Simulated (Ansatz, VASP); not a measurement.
## AlRu in VASP and in Ansatz

```
Al Ru
1.0
     2.97622    0.00000    0.00000
     0.00000    2.97622    0.00000
     0.00000    0.00000    2.97622
Al Ru
1 1
Direct
  0.00000 0.00000 0.00000
  0.50000 0.50000 0.50000
```

Alike in both runs: functional PBEsol; k mesh 14 × 14 × 14; occupations gaussian, width 0.1 eV; no spin polarisation.

Ansatz relaxed the structure, and its values are those at the end. VASP's run is a single point on that final structure, the one shown.

```csv
,VASP,Ansatz
version,VASP 6.6.1,Ansatz 0.2.0
potentials or method,"VASP PAW PBE potentials, release 64 (Al, Ru_pv), cutoff 500 eV","scalar-relativistic, plane waves, PAW"
valence electrons in the cell,17,19
```

|  | VASP | Ansatz | Ansatz less VASP |
| --- | --- | --- | --- |
| gap on the k mesh at the Fermi level (eV) | none | none | - |
| pressure (GPa) | 0.1 | 0.0 | -0.11 |

VASP's potentials were made for PBE, not for PBEsol, and Ansatz warns of the same on its side. A gap of «none» marks a metal or a gap that the smearing closes. VASP's potentials hold 17 valence electrons a cell and Ansatz's 19, so a difference there can come from the potentials and not from the codes.
